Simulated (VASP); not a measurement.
# Cs2Cl in VASP: a series of runs

The runs below take Cs2Cl through single point, relaxation of cell and atoms, with PBE.

Program: VASP 6.6.1. These are calculated values, not measurements. Logs are shortened: lines on timing, memory, paths and dates and some standing lists are left out, and cuts for length are marked.

## 1. The cell of the first run

Symmetry: Pnnm, No. 58, orthorhombic system. Conventional cell: a = 8.662 Å, b = 8.761 Å, c = 5.025 Å, α = 90.00°, β = 90.00°, γ = 90.00°. Cs (site symmetry m) has 3 Cl at 3.58 to 3.62 Å within 4.7 Å. Within 4.7 Å of Cl (site symmetry 2/m) lie 6 Cs at 3.58 to 3.62 Å.

## 2. Single point, PBE

INCAR reads:

```
  ALGO = Normal
  EDIFF = 1E-6
  ENCUT = 520
  GGA = PE
  ISIF = 2
  ISMEAR = 0
  LASPH = True
  LCHARG = True
  LELF = True
  LREAL = False
  LVHAR = True
  LWAVE = False
  NBANDS = 34
  NELM = 80
  PREC = Accurate
  SIGMA = 0.1
```

KPOINTS reads:

```
k-points
0
Gamma
  4 4 4
```

POSCAR reads:

```
Cs2Cl
1.0
    8.6620488125      0.0000000000      0.0000000000
    0.0000000000      8.7611557624      0.0000000000
    0.0000000000      0.0000000000      5.0253107116
Cs Cl
4 2
Direct
    0.2894957877      0.2975703575      0.0000000000
    0.7105042123      0.7024296425      0.0000000000
    0.7894957877      0.2024296425      0.5000000000
    0.2105042123      0.7975703575      0.5000000000
    0.0000000000      0.0000000000      0.0000000000
    0.5000000000      0.5000000000      0.5000000000
```

Potentials or basis: VASP PAW PBE potentials, release 64 (Cs_sv, Cl).

Run with:

```console
cat potpaw_PBE.64/Cs_sv/POTCAR potpaw_PBE.64/Cl/POTCAR > POTCAR
mpirun -np 1 vasp_std > vasp.out
```

OUTCAR:

```text
EDIFF = 1E-6
   ENCUT = 520
   GGA = PE
   ISIF = 2
   ISMEAR = 0
   LASPH = True
   LREAL = False
   NELM = 80
   PREC = Accurate

 ion  position               nearest neighbor table
   1  0.289  0.298  0.000-
   2  0.711  0.702  0.000-
   3  0.789  0.202  0.500-
   4  0.211  0.798  0.500-
   5  0.000  0.000  0.000-
   6  0.500  0.500  0.500-

  LATTYP: Found a simple orthorhombic cell.
 ALAT       =     5.0253107116
 B/A-ratio  =     1.7236842276
 C/A-ratio  =     1.7434057843

  Lattice vectors:

 A1 = (   0.0000000000,   0.0000000000,   5.0253107116)
 A2 = (   8.6620488125,   0.0000000000,   0.0000000000)
 A3 = (   0.0000000000,   8.7611557624,   0.0000000000)

Analysis of symmetry for initial positions (statically):
=====================================================================
 Subroutine PRICEL returns:
 Original cell was already a primitive cell.

 Routine SETGRP: Setting up the symmetry group for a
 simple orthorhombic supercell.

 Subroutine GETGRP returns: Found  8 space group operations
 (whereof  4 operations were pure point group operations)
 out of a pool of  8 trial point group operations.

The static configuration has the point symmetry C_2h.
 The point group associated with its full space group is D_2h.

Analysis of symmetry for dynamics (positions and initial velocities):
=====================================================================
 Subroutine PRICEL returns:
 Original cell was already a primitive cell.

 Routine SETGRP: Setting up the symmetry group for a
 simple orthorhombic supercell.

 Subroutine GETGRP returns: Found  8 space group operations
 (whereof  4 operations were pure point group operations)
 out of a pool of  8 trial point group operations.

The dynamic configuration has the point symmetry C_2h.
 The point group associated with its full space group is D_2h.

 Subroutine INISYM returns: Found  8 space group operations
 (whereof  4 operations are pure point group operations),
 and found     1 'primitive' translations

----------------------------------------------------------------------------------------

                                     Primitive cell

  volume of cell :     381.3686

  direct lattice vectors                    reciprocal lattice vectors
     8.662048813  0.000000000  0.000000000     0.115446128  0.000000000  0.000000000
     0.000000000  8.761155762  0.000000000     0.000000000  0.114140192  0.000000000
     0.000000000  0.000000000  5.025310712     0.000000000  0.000000000  0.198992671

  length of vectors
     8.662048813  8.761155762  5.025310712     0.115446128  0.114140192  0.198992671

  position of ions in fractional coordinates (direct lattice)
     0.289495788  0.297570357  0.000000000
     0.710504212  0.702429643  0.000000000
     0.789495788  0.202429643  0.500000000
     0.210504212  0.797570357  0.500000000
     0.000000000  0.000000000  0.000000000
     0.500000000  0.500000000  0.500000000

  ion indices of the primitive-cell ions
   primitive index   ion index
                 1           1
                 2           2
                 3           3
                 4           4
                 5           5
                 6           6

----------------------------------------------------------------------------------------

 KPOINTS: k-points

Automatic generation of k-mesh.
 Grid dimensions read from file:
 generate k-points for:    4    4    4

 Generating k-lattice:

  Cartesian coordinates                     Fractional coordinates (reciprocal lattice)
     0.028861532  0.000000000  0.000000000     0.250000000  0.000000000  0.000000000
     0.000000000  0.028535048  0.000000000     0.000000000  0.250000000  0.000000000
     0.000000000  0.000000000  0.049748168     0.000000000  0.000000000  0.250000000

  Length of vectors
     0.028861532  0.028535048  0.049748168

  Shift w.r.t. Gamma in fractional coordinates (k-lattice)
     0.000000000  0.000000000  0.000000000

 Subroutine IBZKPT returns following result:
 ===========================================

 Found     27 irreducible k-points:

 Following reciprocal coordinates:
            Coordinates               Weight
  0.000000  0.000000  0.000000      1.000000
  0.250000  0.000000  0.000000      2.000000
  0.500000  0.000000  0.000000      1.000000
  0.000000  0.250000  0.000000      2.000000
  0.250000  0.250000  0.000000      4.000000
  0.500000  0.250000  0.000000      2.000000
[... 16 lines left out ...]
  0.250000  0.250000  0.500000      4.000000
  0.500000  0.250000  0.500000      2.000000
 [... further k-points ...]
   k-points           NKPTS =     27   k-points in BZ     NKDIM =     27   number of bands    NBANDS=     34
   number of dos      NEDOS =    301   number of ions     NIONS =      6
   total plane-waves  NPLWV = 179200
   dimension x,y,z NGX =    64 NGY =   70 NGZ =   40
   dimension x,y,z NGXF=   128 NGYF=  140 NGZF=   80
   ions per type =               4   2
   NGX,Y,Z   is equivalent  to a cutoff of  12.28, 13.28, 13.23 a.u.
   NGXF,Y,Z  is equivalent  to a cutoff of  24.57, 26.57, 26.47 a.u.
 SYSTEM =  unknown system
   PREC   = accura    normal or accurate (medium, high low for compatibility)
   ISTART =      0    job   : 0-new  1-cont  2-samecut
   ICHARG =      2    charge: 1-file 2-atom 10-const
   ISPIN  =      1    spin polarized calculation?
   LNONCOLLINEAR =      F non collinear calculations
   LSORBIT =      F    spin-orbit coupling
   LASPH  =      T    aspherical Exc in radial PAW
   ENCUT  =  520.0 eV  38.22 Ry    6.18 a.u.  16.11 16.29  9.34*2*pi/ulx,y,z
   NELM   =     80;   NELMIN=  2; NELMDL= -5     # of ELM steps
   EDIFF  = 0.1E-05   stopping-criterion for ELM
   LREAL  =      F    real-space projection
   EDIFFG = 0.1E-04   stopping-criterion for IOM
   NSW    =      0    number of steps for IOM
   IBRION =     -1    ionic relax: 0-MD 1-quasi-New 2-CG
   NFREE  =      0    steps in history (QN), initial steepest desc. (CG)
   ISIF   =      2    stress and relaxation
   ISYM   =      2    0-nonsym 1-usesym 2-fastsym
   POTIM  = 0.5000    time-step for ionic-motion
   TEBEG  =    0.0;   TEEND  =   0.0 temperature during run
   PSTRESS=    0.0 pullay stress
   NELECT =      50.0000    total number of electrons
   NUPDOWN=      -1.0000    fix difference up-down
   EMIN   =  10.00;   EMAX   =-10.00  energy-range for DOS
   EFERMI =   0.00;   METHOD = LEGACY
   ISMEAR =     0;   SIGMA  =   0.10  broadening in eV -4-tet -1-fermi 0-gaus
   EFERMI_NEDOS =   21; number of points for ismear=-14 and -15
   IALGO  =     38    algorithm
   IMIX   =      4    mixing-type and parameters
     AMIX     =   0.40;   BMIX     =  1.00
     AMIX_MAG =   1.60;   BMIX_MAG =  1.00
  volume/ion in A,a.u.               =      63.56       428.93
  Fermi-wavevector in a.u.,A,eV,Ry     =   0.831668  1.571624  9.410758  0.691671
  Thomas-Fermi vector in A             =   1.944593
   LORBIT       =      0    0 simple, 1 ext, 2 COOP (PROOUT), +10 PAW based schemes
   GGA     = PE    functional components
   LHFCALC =     F    Hartree Fock is set to
   AEXX    =    0.0000 exact exchange contribution
   IVDW    =     0    specifies the selected vdW correction
   LEPSILON=     F    determine dielectric tensor
   LRPA    =     F    only Hartree local field effects (RPA)
 non-spin polarized calculation
 Gauss-broadening in eV      SIGMA  =   0.10
  energy-cutoff  :      520.00
  volume of cell :      381.37
 maximum number of plane-waves:     10304
   NGX = 33   NGY = 33   NGZ = 19

 number of electron      50.0000005 magnetization

 Free energy of the ion-electron system (eV)
  ---------------------------------------------------
  ext. energy  EPLUGINS =         0.00000000
  ---------------------------------------------------
  free energy    TOTEN  =       -14.55493682 eV

  energy without entropy =      -14.54039272  energy(sigma->0) =      -14.54766477

 E-fermi :   1.7796     XC(G=0):  -6.3736

 val. band max:        1.7124042618   @ k =   0.5000   0.2500   0.2500
 cond. band min:       1.8062575909   @ k =   0.5000   0.5000   0.2500
 fundamental gap:      0.0938533291
 Fermi energy:         1.7795660229

 k-point     1 :       0.0000    0.0000    0.0000
  band No.  band energies     occupation
      1     -21.9757      2.00000
      2     -21.9594      2.00000
      3     -21.9588      2.00000
      4     -21.9512      2.00000
      5     -14.5360      2.00000
      6     -14.4936      2.00000
[... 26 lines left out ...]
     33       4.3756      0.00000
     34       4.7024      0.00000

 k-point     2 :       0.2500    0.0000    0.0000
  band No.  band energies     occupation
      1     -21.9734      2.00000
      2     -21.9614      2.00000
      3     -21.9581      2.00000
      4     -21.9522      2.00000
      5     -14.5298      2.00000
      6     -14.4998      2.00000
[... 26 lines left out ...]
     33       4.3917      0.00000
     34       4.4320      0.00000

 k-point     3 :       0.5000    0.0000    0.0000
  band No.  band energies     occupation
      1     -21.9675      2.00000
      2     -21.9675      2.00000
      3     -21.9550      2.00000
      4     -21.9550      2.00000
      5     -14.5149      2.00000
      6     -14.5149      2.00000
[... 26 lines left out ...]
     33       4.6243      0.00000
     34       4.6344      0.00000

 k-point     4 :       0.0000    0.2500    0.0000
  band No.  band energies     occupation
      1     -21.9735      2.00000
      2     -21.9620      2.00000
      3     -21.9575      2.00000
      4     -21.9521      2.00000
      5     -14.5298      2.00000
      6     -14.4998      2.00000
[... 26 lines left out ...]
     33       4.4424      0.00000
     34       4.4703      0.00000

 k-point     5 :       0.2500    0.2500    0.0000
  band No.  band energies     occupation
      1     -21.9713      2.00000
      2     -21.9612      2.00000
      3     -21.9592      2.00000
      4     -21.9534      2.00000
      5     -14.5254      2.00000
      6     -14.5042      2.00000
[... 621 lines left out ...]
 k-point    22 :       0.0000    0.2500    0.5000
  band No.  band energies     occupation
      1     -21.9556      2.00000
      2     -21.9556      2.00000
      3     -21.9525      2.00000
      4     -21.9525      2.00000
      5     -14.5135      2.00000
      6     -14.5135      2.00000
[... 26 lines left out ...]
     33       4.3811      0.00000
     34       4.3811      0.00000

 k-point    23 :       0.2500    0.2500    0.5000
  band No.  band energies     occupation
      1     -21.9556      2.00000
      2     -21.9554      2.00000
      3     -21.9526      2.00000
      4     -21.9525      2.00000
      5     -14.5135      2.00000
      6     -14.5135      2.00000
[... 26 lines left out ...]
     33       4.4240      0.00000
     34       4.5155      0.00000

 k-point    24 :       0.5000    0.2500    0.5000
  band No.  band energies     occupation
      1     -21.9554      2.00000
      2     -21.9554      2.00000
      3     -21.9526      2.00000
      4     -21.9526      2.00000
      5     -14.5135      2.00000
      6     -14.5135      2.00000
[... 26 lines left out ...]
     33       4.3724      0.00000
     34       4.3765      0.00000

 [... further k-points ...]

------------------------ aborting loop because EDIFF is reached ----------------------------------------

  FORCE on cell =-STRESS in cart. coord.  units (eV):
  Direction    XX          YY          ZZ          XY          YZ          ZX
  --------------------------------------------------------------------------------------
  -------------------------------------------------------------------------------------
  Total        0.0215097     -0.1238159     -0.0354995      0.0000000      0.0000000      0.0000000
  in kB        0.0903650     -0.5201660     -0.1491377      0.0000000      0.0000000      0.0000000
  external PRESSURE =      -0.1929796 kB  Pullay stress =       0.0000000 kB

 VOLUME and BASIS-vectors are now :
 -----------------------------------------------------------------------------
  energy-cutoff  :      520.00
  volume of cell :      381.37
      direct lattice vectors                 reciprocal lattice vectors
     8.662048813  0.000000000  0.000000000     0.115446128  0.000000000  0.000000000
     0.000000000  8.761155762  0.000000000     0.000000000  0.114140192  0.000000000
     0.000000000  0.000000000  5.025310712     0.000000000  0.000000000  0.198992671

 POSITION                                       TOTAL-FORCE (eV/Angst)
 -----------------------------------------------------------------------------------
      2.50763      2.60706      0.00000         0.004644      0.000964      0.000000
      6.15442      6.15410      0.00000        -0.004644     -0.000964     -0.000000
      6.83865      1.77352      2.51266         0.004644     -0.000964      0.000000
      1.82340      6.98764      2.51266        -0.004644      0.000964     -0.000000
      0.00000      0.00000      0.00000         0.000000     -0.000000      0.000000
      4.33102      4.38058      2.51266         0.000000     -0.000000      0.000000
 -----------------------------------------------------------------------------------
    total drift:                                0.000000     -0.000000      0.000000

  FREE ENERGIE OF THE ION-ELECTRON SYSTEM (eV)
  ---------------------------------------------------
  free  energy   TOTEN  =       -14.5549368213 eV

  energy  without entropy=      -14.5403927237  energy(sigma->0) =      -14.54766477
```

Wall time 2.3 min (1 thread of Intel Xeon 6975P-C (Granite Rapids), shared host); peak memory 0.58 GiB.

What came out:

| Property | Result |
| --- | --- |
| Free energy | -14.5549 eV |
| Pressure | 0.0 GPa |
| Largest force | 0.005 eV/Å |
| Band gap on the k mesh | zero (bands 25 and 26 overlap by 1.16 eV) |

Forces in eV/Å, atoms in the order of the input:
```
Cs   0.005  0.001  0.000
Cs  -0.005 -0.001  0.000
Cs   0.005 -0.001  0.000
Cs  -0.005  0.001  0.000
Cl   0.000  0.000  0.000
Cl   0.000  0.000  0.000
```

Levels at points of the mesh, in eV from the Fermi level:
| k point | band 21 | band 22 | band 23 | band 24 | band 25 | band 26 | band 27 | band 28 | band 29 | band 30 |
| --- | --- | --- | --- | --- | --- | --- | --- | --- | --- | --- |
| (0.00, 0.00, 0.00) | -4.66 | -4.56 | -4.55 | -4.54 | -1.26 | 0.68 | 0.81 | 0.82 | 0.88 | 1.62 |
| (0.50, 0.00, 0.00) | -4.67 | -4.67 | -4.60 | -4.60 | -0.51 | -0.51 | 0.98 | 0.98 | 1.45 | 1.45 |
| (0.00, 0.50, 0.00) | -4.67 | -4.67 | -4.60 | -4.60 | -0.52 | -0.52 | 0.98 | 0.98 | 1.44 | 1.44 |
| (0.50, 0.50, 0.00) | -4.60 | -4.60 | -4.58 | -4.58 | -0.18 | -0.18 | 0.47 | 0.47 | 1.74 | 1.74 |
| (0.00, 0.00, 0.50) | -4.64 | -4.64 | -4.62 | -4.62 | 0.44 | 0.44 | 0.88 | 0.88 | 1.27 | 1.27 |
| (0.50, 0.00, 0.50) | -4.62 | -4.62 | -4.50 | -4.50 | 0.64 | 0.64 | 0.66 | 0.66 | 1.26 | 1.26 |
| (0.00, 0.50, 0.50) | -4.62 | -4.62 | -4.50 | -4.50 | 0.61 | 0.61 | 0.66 | 0.66 | 1.20 | 1.20 |
| (0.50, 0.50, 0.50) | -4.65 | -4.65 | -4.62 | -4.62 | 0.29 | 0.29 | 1.19 | 1.19 | 1.46 | 1.46 |

Caveat: spin-orbit coupling is left out, which moves the levels of the heavy elements.

## 3. Relaxation of cell and atoms, PBE

This run uses another cell than the first one, of 41.39 Å³/atom.

INCAR reads:

```
SYSTEM = Cs2Cl
PREC = Accurate ; ENCUT = 600
EDIFF = 1E-6 ; ISMEAR = 0
SIGMA = 0.1 ; LREAL = .FALSE.
LASPH = .TRUE. ; NELM = 80
ALGO = Normal ; ISIF = 3
LWAVE = .FALSE. ; LCHARG = .FALSE.
GGA = PE ; IBRION = 2
NSW = 90 ; EDIFFG = -0.04
```

KPOINTS reads:

```
regular mesh
0
G
  4 4 4
  0 0 0
```

POSCAR reads:

```
Cs2Cl
1.0
    7.2784139965      0.0000000000      0.0000000000
    0.0000000000      7.2784139965      0.0000000000
    0.0000000000      0.0000000000      4.6880337431
Cs Cl
4 2
Direct
    0.3060000000      0.3060000000      0.0000000000
    0.1940000000      0.8060000000      0.5000000000
    0.6940000000      0.6940000000      0.0000000000
    0.8060000000      0.1940000000      0.5000000000
    0.0000000000      0.0000000000      0.0000000000
    0.5000000000      0.5000000000      0.5000000000
```

Potentials or basis: VASP PAW PBE potentials, release 64 (Cs_sv, Cl).

Run with:

```console
cat potpaw_PBE.64/Cs_sv/POTCAR potpaw_PBE.64/Cl/POTCAR > POTCAR
mpirun -np 1 vasp_std > vasp.out
```

Run time: 8.6 min. Hardware: 1 thread of Intel Xeon 6975P-C (Granite Rapids), shared host; peak memory 0.45 GiB.

It converged, with:

```yaml
Free_energy: -14.5351 eV
Relaxed_volume: 63.82 Å³/atom
Relaxed_cell: a = 8.725 Å, b = 8.725 Å, c = 5.030 Å, α = 90.00°, β = 90.00°, γ = 90.00°
Space_group_after_relaxing_to_0.1_Å: P4_2/mnm (No. 136)
Energy_gained_by_relaxing: 361.3 meV/atom
Ionic_steps: 14
Pressure_after_relaxing: 0.0 GPa
Largest_force_after_relaxing: 0.031 eV/Å
Band_gap_on_the_k_mesh: zero (bands 25 and 26 overlap by 1.14 eV)
```

Forces on the atoms (eV/Å):
```
Cs  -0.022 -0.022  0.000
Cs   0.022 -0.022  0.000
Cs   0.022  0.022  0.000
Cs  -0.022  0.022  0.000
Cl   0.000  0.000  0.000
Cl   0.000  0.000  0.000
```

The path:
| step | energy change (eV) | largest force (eV/Å) | pressure (GPa) | volume (Å³) |
| --- | --- | --- | --- | --- |
| 1 | 0.0000 | 0.4864 | 7.29 | 248.35 |
| 2 | -1.8266 | 0.1416 | 1.61 | 322.39 |
| 3 | -2.0415 | 0.0871 | 0.57 | 355.16 |
| 4 | -2.0063 | 0.0348 | -0.53 | 427.22 |
| 5 | -2.0865 | 0.0546 | -0.07 | 387.62 |
| 6 | -2.0876 | 0.0575 | 0.00 | 383.30 |
| 7 | -2.0872 | 0.0602 | 0.05 | 380.21 |
| 8 | -2.1047 | 0.0586 | 0.04 | 381.03 |
| 9 | -2.1443 | 0.0544 | 0.01 | 383.10 |
| 10 | -2.1582 | 0.0388 | -0.01 | 385.52 |
| 11 | -2.1641 | 0.0446 | -0.01 | 384.91 |
| 12 | -2.1642 | 0.0445 | -0.01 | 384.97 |
| 13 | -2.1652 | 0.0408 | -0.01 | 384.45 |
| 14 | -2.1679 | 0.0308 | 0.00 | 382.90 |

Final structure:
```cif
data_structure
_symmetry_space_group_name_H-M 'P 1'
_symmetry_Int_Tables_number 1
_cell_length_a 8.7249
_cell_length_b 8.7249
_cell_length_c 5.0300
_cell_angle_alpha 90.000
_cell_angle_beta 90.000
_cell_angle_gamma 90.000
_cell_volume 382.90
loop_
_atom_site_label
_atom_site_type_symbol
_atom_site_fract_x
_atom_site_fract_y
_atom_site_fract_z
_atom_site_occupancy
Cs1 Cs 0.29814 0.29814 0.00000 1
Cs2 Cs 0.20186 0.79814 0.50000 1
Cs3 Cs 0.70186 0.70186 0.00000 1
Cs4 Cs 0.79814 0.20186 0.50000 1
Cl1 Cl 0.00000 0.00000 0.00000 1
Cl2 Cl 0.50000 0.50000 0.50000 1
```

Levels at points of the mesh, in eV from the Fermi level:
```
           k point  band 22  band 23  band 24  band 25  band 26  band 27  band 28  band 29
(0.00, 0.00, 0.00)    -4.58    -4.58    -4.58    -1.25     0.66     0.83     0.83     0.90
(0.50, 0.00, 0.00)    -4.69    -4.64    -4.64    -0.51    -0.51     0.99     0.99     1.44
(0.50, 0.50, 0.00)    -4.64    -4.61    -4.61    -0.17    -0.17     0.46     0.46     1.74
(0.00, 0.00, 0.50)    -4.67    -4.63    -4.63     0.42     0.42     0.88     0.88     1.23
(0.50, 0.00, 0.50)    -4.63    -4.52    -4.52     0.63     0.63     0.65     0.65     1.20
(0.50, 0.50, 0.50)    -4.67    -4.63    -4.63     0.31     0.31     1.17     1.17     1.54
```

Caveat: the volume moved by over 15 % at a fixed basis, so the end points are rough; spin-orbit coupling is left out, which moves the levels of the heavy elements.
